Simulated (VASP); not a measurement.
# NbP (zincblende type) (F-43m) in VASP: a series of runs

NbP (zincblende type) is run at these levels: PBE; tasks: single point.

All numbers are computed with VASP 6.6.1; they aren't measurements. Logs are shortened: lines on timing, memory, paths and dates and some standing lists are left out, and cuts for length are marked.

## (1) The cell of the first run

It takes space group F-43m (No. 216, cubic). Conventional cell: a = 5.143 Å, b = 5.143 Å, c = 5.143 Å, α = 90.00°, β = 90.00°, γ = 90.00°. Within 2.9 Å of Nb (site symmetry -43m) lie 4 P at 2.23 Å. Within 2.9 Å of P (site symmetry -43m) lie 4 Nb at 2.23 Å.

## (2) Single point, PBE (volume scaled by 0.78)

File INCAR:

```
  PREC = Accurate
  ENCUT = 500
  EDIFF = 1E-6
  ISMEAR = -1
  SIGMA = 0.08
  LREAL = F
  LASPH = T
  NELM = 120
  ALGO = Normal
  ISIF = 2
  LWAVE = F
  LCHARG = F
  GGA = PE
  NBANDS = 16
  GGA_COMPAT = F
```

File KPOINTS:

```
regular mesh
0
Gamma
  12 12 12
```

File POSCAR:

```
NbP
1.0
    0.0000000000      2.5715669273      2.5715669273
    2.5715669273      0.0000000000      2.5715669273
    2.5715669273      2.5715669273      0.0000000000
Nb P
1 1
Direct
    0.0000000000      0.0000000000      0.0000000000
    0.2500000000      0.2500000000      0.2500000000
```

Potentials or basis: VASP PAW PBE potentials, release 64 (Nb_sv, P).

On the command line:

```sh
> cat potpaw_PBE.64/Nb_sv/POTCAR potpaw_PBE.64/P/POTCAR > POTCAR
> mpirun -np 1 vasp_std > vasp.out
```

OUTCAR:

```text
PREC = Accurate
   ENCUT = 500
   EDIFF = 1E-6
   ISMEAR = -1
   LREAL = F
   LASPH = T
   NELM = 120
   ISIF = 2
   GGA = PE

 ion  position               nearest neighbor table
   1  0.000  0.000  0.000-   2 2.23   2 2.23   2 2.23   2 2.23
   2  0.250  0.250  0.250-   1 2.23   1 2.23   1 2.23   1 2.23

  LATTYP: Found a face centered cubic cell.
 ALAT       =     5.1431338546

  Lattice vectors:

 A1 = (   0.0000000000,   2.5715669273,   2.5715669273)
 A2 = (   2.5715669273,   0.0000000000,   2.5715669273)
 A3 = (   2.5715669273,   2.5715669273,   0.0000000000)

Analysis of symmetry for initial positions (statically):
=====================================================================
 Subroutine PRICEL returns:
 Original cell was already a primitive cell.

 Routine SETGRP: Setting up the symmetry group for a
 face centered cubic supercell.

 Subroutine GETGRP returns: Found 24 space group operations
 (whereof 24 operations were pure point group operations)
 out of a pool of 48 trial point group operations.

The static configuration has the point symmetry T_d .

Analysis of symmetry for dynamics (positions and initial velocities):
=====================================================================
 Subroutine PRICEL returns:
 Original cell was already a primitive cell.

 Routine SETGRP: Setting up the symmetry group for a
 face centered cubic supercell.

 Subroutine GETGRP returns: Found 24 space group operations
 (whereof 24 operations were pure point group operations)
 out of a pool of 48 trial point group operations.

The dynamic configuration has the point symmetry T_d .

 Subroutine INISYM returns: Found 24 space group operations
 (whereof 24 operations are pure point group operations),
 and found     1 'primitive' translations

----------------------------------------------------------------------------------------

                                     Primitive cell

  volume of cell :      34.0113

  direct lattice vectors                    reciprocal lattice vectors
     0.000000000  2.571566927  2.571566927    -0.194433983  0.194433983  0.194433983
     2.571566927  0.000000000  2.571566927     0.194433983 -0.194433983  0.194433983
     2.571566927  2.571566927  0.000000000     0.194433983  0.194433983 -0.194433983

  length of vectors
     3.636744825  3.636744825  3.636744825     0.336769537  0.336769537  0.336769537

  position of ions in fractional coordinates (direct lattice)
     0.000000000  0.000000000  0.000000000
     0.250000000  0.250000000  0.250000000

  ion indices of the primitive-cell ions
   primitive index   ion index
                 1           1
                 2           2

----------------------------------------------------------------------------------------

 KPOINTS: regular mesh

Automatic generation of k-mesh.
 Grid dimensions read from file:
 generate k-points for:   12   12   12

 Generating k-lattice:

  Cartesian coordinates                     Fractional coordinates (reciprocal lattice)
    -0.016202832  0.016202832  0.016202832     0.083333333  0.000000000  0.000000000
     0.016202832 -0.016202832  0.016202832     0.000000000  0.083333333  0.000000000
     0.016202832  0.016202832 -0.016202832     0.000000000  0.000000000  0.083333333

  Length of vectors
     0.028064128  0.028064128  0.028064128

  Shift w.r.t. Gamma in fractional coordinates (k-lattice)
     0.000000000  0.000000000  0.000000000

 Subroutine IBZKPT returns following result:
 ===========================================

 Found     72 irreducible k-points:

 Following reciprocal coordinates:
            Coordinates               Weight
  0.000000  0.000000  0.000000      1.000000
  0.083333  0.000000  0.000000      8.000000
  0.166667  0.000000  0.000000      8.000000
  0.250000  0.000000  0.000000      8.000000
  0.333333  0.000000  0.000000      8.000000
  0.416667  0.000000  0.000000      8.000000
[... 16 lines left out ...]
  0.500000  0.166667  0.000000     24.000000
 -0.416667  0.166667  0.000000     24.000000
 [... further k-points ...]
   k-points           NKPTS =     72   k-points in BZ     NKDIM =     72   number of bands    NBANDS=     16
   number of dos      NEDOS =    301   number of ions     NIONS =      2
   total plane-waves  NPLWV =  21952
   dimension x,y,z NGX =    28 NGY =   28 NGZ =   28
   dimension x,y,z NGXF=    56 NGYF=   56 NGZF=   56
   ions per type =               1   1
   NGX,Y,Z   is equivalent  to a cutoff of  12.80, 12.80, 12.80 a.u.
   NGXF,Y,Z  is equivalent  to a cutoff of  25.60, 25.60, 25.60 a.u.
 SYSTEM =  unknown system
   PREC   = accura    normal or accurate (medium, high low for compatibility)
   ISTART =      0    job   : 0-new  1-cont  2-samecut
   ICHARG =      2    charge: 1-file 2-atom 10-const
   ISPIN  =      1    spin polarized calculation?
   LNONCOLLINEAR =      F non collinear calculations
   LSORBIT =      F    spin-orbit coupling
   LASPH  =      T    aspherical Exc in radial PAW
   ENCUT  =  500.0 eV  36.75 Ry    6.06 a.u.   6.63  6.63  6.63*2*pi/ulx,y,z
   NELM   =    120;   NELMIN=  2; NELMDL= -5     # of ELM steps
   EDIFF  = 0.1E-05   stopping-criterion for ELM
   LREAL  =      F    real-space projection
[... 7 lines left out ...]
   TEBEG  =    0.0;   TEEND  =   0.0 temperature during run
   PSTRESS=    0.0 pullay stress
   NELECT =      18.0000    total number of electrons
   NUPDOWN=      -1.0000    fix difference up-down
   EMIN   =  10.00;   EMAX   =-10.00  energy-range for DOS
   EFERMI =   0.00;   METHOD = LEGACY
   ISMEAR =    -1;   SIGMA  =   0.08  broadening in eV -4-tet -1-fermi 0-gaus
   EFERMI_NEDOS =   21; number of points for ismear=-14 and -15
   IALGO  =     38    algorithm
   IMIX   =      4    mixing-type and parameters
     AMIX     =   0.40;   BMIX     =  1.00
     AMIX_MAG =   1.60;   BMIX_MAG =  1.00
  volume/ion in A,a.u.               =      17.01       114.76
  Fermi-wavevector in a.u.,A,eV,Ry     =   1.324213  2.502400 23.858360  1.753540
  Thomas-Fermi vector in A             =   2.453764
   LORBIT       =      0    0 simple, 1 ext, 2 COOP (PROOUT), +10 PAW based schemes
   GGA     = PE    functional components
   LHFCALC =     F    Hartree Fock is set to
   AEXX    =    0.0000 exact exchange contribution
   IVDW    =     0    specifies the selected vdW correction
   LEPSILON=     F    determine dielectric tensor
   LRPA    =     F    only Hartree local field effects (RPA)
 non-spin polarized calculation
  energy-cutoff  :      500.00
  volume of cell :       34.01
 maximum number of plane-waves:       886
   NGX = 13   NGY = 13   NGZ = 13

 number of electron      18.0000001 magnetization

 Free energy of the ion-electron system (eV)
  ---------------------------------------------------
  ext. energy  EPLUGINS =         0.00000000
  ---------------------------------------------------
  free energy    TOTEN  =       -14.70665410 eV

  energy without entropy =      -14.67833485  energy(sigma->0) =      -14.69249448

 E-fermi :   9.7328     XC(G=0): -11.4074

 val. band max:        9.7107724972   @ k =   0.4167   0.0833   0.0000
 cond. band min:       9.7457766189   @ k =  -0.3333   0.3333   0.0000
 fundamental gap:      0.0350041217
 Fermi energy:         9.7328177628

 k-point     1 :       0.0000    0.0000    0.0000
  band No.  band energies     occupation
      1     -45.0390      2.00000
      2     -21.2134      2.00000
      3     -21.2134      2.00000
      4     -21.2134      2.00000
      5      -2.5419      2.00000
      6       5.2663      2.00000
[... 8 lines left out ...]
     15      20.8230      0.00000
     16      20.8230      0.00000

 k-point     2 :       0.0833    0.0000    0.0000
  band No.  band energies     occupation
      1     -45.0376      2.00000
      2     -21.2322      2.00000
      3     -21.2160      2.00000
      4     -21.2160      2.00000
      5      -2.4413      2.00000
      6       5.1738      2.00000
[... 8 lines left out ...]
     15      20.0607      0.00000
     16      20.5867      0.00000

 k-point     3 :       0.1667    0.0000    0.0000
  band No.  band energies     occupation
      1     -45.0338      2.00000
      2     -21.2830      2.00000
      3     -21.2229      2.00000
      4     -21.2229      2.00000
      5      -2.1634      2.00000
      6       4.9707      2.00000
[... 8 lines left out ...]
     15      18.5744      0.00000
     16      20.1183      0.00000

 k-point     4 :       0.2500    0.0000    0.0000
  band No.  band energies     occupation
      1     -45.0285      2.00000
      2     -21.3515      2.00000
      3     -21.2324      2.00000
      4     -21.2324      2.00000
      5      -1.7788      2.00000
      6       4.8064      2.00000
[... 8 lines left out ...]
     15      17.6877      0.00000
     16      20.1327      0.00000

 k-point     5 :       0.3333    0.0000    0.0000
  band No.  band energies     occupation
      1     -45.0233      2.00000
      2     -21.4190      2.00000
      3     -21.2418      2.00000
      4     -21.2418      2.00000
      5      -1.3939      2.00000
      6       4.7929      2.00000
[... 8 lines left out ...]
     15      18.8690      0.00000
     16      20.7487      0.00000

 k-point     6 :       0.4167    0.0000    0.0000
  band No.  band energies     occupation
      1     -45.0195      2.00000
      2     -21.4677      2.00000
      3     -21.2487      2.00000
      4     -21.2487      2.00000
      5      -1.1180      2.00000
      6       4.9169      2.00000
[... 8 lines left out ...]
     15      20.5880      0.00000
     16      21.3609      0.00000

 k-point     7 :       0.5000    0.0000    0.0000
  band No.  band energies     occupation
      1     -45.0180      2.00000
      2     -21.4854      2.00000
      3     -21.2512      2.00000
      4     -21.2512      2.00000
      5      -1.0196      2.00000
      6       5.0036      2.00000
[... 8 lines left out ...]
     15      21.5797      0.00000
     16      21.5969      0.00000

 k-point     8 :       0.0833    0.0833    0.0000
  band No.  band energies     occupation
      1     -45.0371      2.00000
      2     -21.2324      2.00000
      3     -21.2198      2.00000
      4     -21.2198      2.00000
      5      -2.4076      2.00000
      6       5.1031      2.00000
[... 8 lines left out ...]
     15      20.0787      0.00000
     16      20.4395      0.00000

 k-point     9 :       0.1667    0.0833    0.0000
  band No.  band energies     occupation
      1     -45.0341      2.00000
      2     -21.2702      2.00000
      3     -21.2279      2.00000
      4     -21.2249      2.00000
      5      -2.1881      2.00000
      6       4.9209      2.00000
[... 8 lines left out ...]
     15      19.1094      0.00000
     16      19.9462      0.00000
[... 172 lines left out ...]
 k-point    19 :       0.1667    0.1667    0.0000
  band No.  band energies     occupation
      1     -45.0320      2.00000
      2     -21.2834      2.00000
      3     -21.2373      2.00000
      4     -21.2373      2.00000
      5      -2.0346      2.00000
      6       4.7168      2.00000
[... 8 lines left out ...]
     15      18.5328      0.00000
     16      20.1169      0.00000

 k-point    20 :       0.2500    0.1667    0.0000
  band No.  band energies     occupation
      1     -45.0281      2.00000
      2     -21.3279      2.00000
      3     -21.2486      2.00000
      4     -21.2474      2.00000
      5      -1.7405      2.00000
      6       4.5331      2.00000
[... 8 lines left out ...]
     15      18.3105      0.00000
     16      19.9362      0.00000

 k-point    21 :       0.3333    0.1667    0.0000
  band No.  band energies     occupation
      1     -45.0233      2.00000
      2     -21.3836      2.00000
      3     -21.2604      2.00000
      4     -21.2587      2.00000
      5      -1.3831      2.00000
      6       4.4805      2.00000
[... 8 lines left out ...]
     15      18.5265      0.00000
     16      20.0997      0.00000

 k-point    22 :       0.4167    0.1667    0.0000
  band No.  band energies     occupation
      1     -45.0190      2.00000
      2     -21.4323      2.00000
      3     -21.2758      2.00000
      4     -21.2649      2.00000
      5      -1.0637      2.00000
      6       4.6125      2.00000
[... 8 lines left out ...]
     15      19.5653      0.00000
     16      20.8311      0.00000

 k-point    23 :       0.5000    0.1667    0.0000
  band No.  band energies     occupation
      1     -45.0163      2.00000
      2     -21.4613      2.00000
      3     -21.2899      2.00000
      4     -21.2656      2.00000
      5      -0.8700      2.00000
      6       4.8713      2.00000
[... 8 lines left out ...]
     15      20.4846      0.00000
     16      20.9184      0.00000

 k-point    24 :      -0.4167    0.1667    0.0000
  band No.  band energies     occupation
      1     -45.0160      2.00000
      2     -21.4636      2.00000
      3     -21.2981      2.00000
      4     -21.2607      2.00000
      5      -0.8458      2.00000
      6       5.0764      2.00000
[... 8 lines left out ...]
     15      20.6079      0.00000
     16      20.8439      0.00000

 [... further k-points ...]
[... 5 lines left out ...]
  --------------------------------------------------------------------------------------
  -------------------------------------------------------------------------------------
  Total        9.2472699      9.2472699      9.2472699      0.0000000     -0.0000000      0.0000000
  in kB      435.6127924    435.6127924    435.6127924      0.0000000     -0.0000000      0.0000000
  external PRESSURE =     435.6127924 kB  Pullay stress =       0.0000000 kB

 VOLUME and BASIS-vectors are now :
 -----------------------------------------------------------------------------
  energy-cutoff  :      500.00
  volume of cell :       34.01
      direct lattice vectors                 reciprocal lattice vectors
     0.000000000  2.571566927  2.571566927    -0.194433983  0.194433983  0.194433983
     2.571566927  0.000000000  2.571566927     0.194433983 -0.194433983  0.194433983
     2.571566927  2.571566927  0.000000000     0.194433983  0.194433983 -0.194433983

 POSITION                                       TOTAL-FORCE (eV/Angst)
 -----------------------------------------------------------------------------------
      0.00000      0.00000      0.00000         0.000000      0.000000      0.000000
      1.28578      1.28578      1.28578        -0.000000     -0.000000     -0.000000
 -----------------------------------------------------------------------------------
    total drift:                                0.000000      0.000000      0.000000

  FREE ENERGIE OF THE ION-ELECTRON SYSTEM (eV)
  ---------------------------------------------------
  free  energy   TOTEN  =       -14.7066541039 eV

  energy  without entropy=      -14.6783348510  energy(sigma->0) =      -14.69249448
```

Run time: 58 s. Hardware: 1 thread of Intel Xeon Platinum 8259CL at 2.50GHz (Skylake/Cascade Lake), shared host; peak memory 0.17 GiB.

What came out:

- Free energy: -14.7067 eV
- Pressure: 43.6 GPa
- Band gap on the k mesh: zero (band 9 reaches 10.47 eV, above the bottom of band 10 at 9.48 eV)

Levels at points of the mesh, in eV from the Fermi level:
| k point | band 6 | band 7 | band 8 | band 9 | band 10 | band 11 | band 12 | band 13 |
| --- | --- | --- | --- | --- | --- | --- | --- | --- |
| (0.00, 0.00, 0.00) | -4.47 | -4.47 | -4.47 | -0.06 | -0.06 | 3.92 | 6.73 | 6.73 |
| (0.50, 0.00, 0.00) | -4.73 | -3.90 | -3.90 | 0.74 | 0.74 | 1.30 | 4.36 | 4.36 |
| (0.50, 0.50, 0.00) | -6.02 | -2.06 | -2.06 | -1.61 | 1.64 | 1.76 | 2.06 | 2.06 |

Caveat: the cell differs from its parent crystal (volume scaled by 0.78).

## (3) Single point, PBE (volume scaled by 0.88)

File INCAR:

```
  ALGO = Normal
  EDIFF = 1E-6
  ENCUT = 500
  GGA = PE
  GGA_COMPAT = False
  ISIF = 2
  ISMEAR = -1
  LASPH = True
  LCHARG = False
  LREAL = False
  LWAVE = False
  NBANDS = 16
  NELM = 120
  PREC = Accurate
  SIGMA = 0.08
```

File KPOINTS:

```
k-points
0
Gamma
  12 12 12
```

File POSCAR:

```
NbP
1.0
    0.0000000000      2.6770748960      2.6770748960
    2.6770748960      0.0000000000      2.6770748960
    2.6770748960      2.6770748960      0.0000000000
Nb P
1 1
Direct
    0.0000000000      0.0000000000      0.0000000000
    0.2500000000      0.2500000000      0.2500000000
```

Potentials or basis: VASP PAW PBE potentials, release 64 (Nb_sv, P).

On the command line:

```sh
> cat potpaw_PBE.64/Nb_sv/POTCAR potpaw_PBE.64/P/POTCAR > POTCAR
> mpirun -np 1 vasp_std > vasp.out
```

Run time: 60 s. Hardware: 1 thread of Intel Xeon Platinum 8259CL at 2.50GHz (Skylake/Cascade Lake), shared host; peak memory 0.18 GiB.

It converged, with:

| Quantity | Value |
| --- | --- |
| Free energy | -15.5122 eV |
| Pressure | 17.6 GPa |
| Band gap on the k mesh | zero (band 9 reaches 8.95 eV, above the bottom of band 10 at 8.16 eV) |

Levels at points of the mesh, in eV from the Fermi level:
```
           k point  band 7  band 8  band 9  band 10  band 11  band 12
(0.00, 0.00, 0.00)   -4.10   -4.10    0.00     0.00     3.39     6.24
(0.50, 0.00, 0.00)   -3.59   -3.59    0.62     0.62     1.02     3.89
(0.50, 0.50, 0.00)   -2.17   -2.17   -1.38     1.33     1.38     1.83
```

Caveat: the cell differs from its parent crystal (volume scaled by 0.88).

## (4) Single point, PBE

This run uses another cell than the first one, of 21.80 Å³/atom, 1.282 times its volume.

File INCAR:

```
SYSTEM = NbP
PREC = Accurate ; ENCUT = 500
EDIFF = 1E-6 ; ISMEAR = -1
SIGMA = 0.08 ; LREAL = .False.
LASPH = .True. ; NELM = 120
ALGO = Normal ; ISIF = 2
LWAVE = .False. ; LCHARG = .False.
GGA = PE ; NBANDS = 16
GGA_COMPAT = .False.
```

File KPOINTS:

```
Automatic mesh
0
Gamma
  12 12 12
  0 0 0
```

File POSCAR:

```
NbP
1.0
    0.0000000000      2.7936133504      2.7936133504
    2.7936133504      0.0000000000      2.7936133504
    2.7936133504      2.7936133504      0.0000000000
Nb P
1 1
Direct
    0.0000000000      0.0000000000      0.0000000000
    0.2500000000      0.2500000000      0.2500000000
```

On the command line:

```sh
> cat potpaw_PBE.64/Nb_sv/POTCAR potpaw_PBE.64/P/POTCAR > POTCAR
> mpirun -np 1 vasp_std > vasp.out
```

Run time: 90 s. Hardware: 1 thread of Intel Xeon Platinum 8259CL at 2.50GHz (Skylake/Cascade Lake), shared host; peak memory 0.19 GiB.

It converged, with:

* Free energy: -15.7692 eV
* Pressure: -0.3 GPa
* Band gap on the k mesh: zero (band 9 reaches 7.48 eV, above the bottom of band 10 at 6.87 eV)

Levels at points of the mesh, in eV from the Fermi level:
| k point | band 6 | band 7 | band 8 | band 9 | band 10 | band 11 | band 12 | band 13 |
| --- | --- | --- | --- | --- | --- | --- | --- | --- |
| (0.00, 0.00, 0.00) | -3.72 | -3.72 | -3.72 | 0.03 | 0.03 | 2.87 | 5.65 | 5.65 |
| (0.50, 0.00, 0.00) | -4.26 | -3.28 | -3.28 | 0.52 | 0.52 | 0.79 | 3.42 | 3.42 |
| (0.50, 0.50, 0.00) | -4.94 | -2.19 | -2.19 | -1.12 | 0.98 | 1.13 | 1.61 | 1.61 |

## (5) Overview

```csv
cell,gap on the mesh (eV),pressure (GPa)
"a = 3.637 Å, angles 60.0°, 2 atoms",none,43.6
"a = 3.786 Å, angles 60.0°, 2 atoms",none,17.6
"a = 3.951 Å, angles 60.0°, 2 atoms",none,-0.3
```

Alike in all rows: task single point; level PBE; potentials or basis VASP PAW PBE potentials, release 64 (Nb_sv, P); no spin polarisation; k mesh 12 × 12 × 12; cutoff (eV) 500; smearing fermi-dirac 0.08 eV.

Total energies depend on the potentials used, so only differences within one code and one set of settings carry meaning.
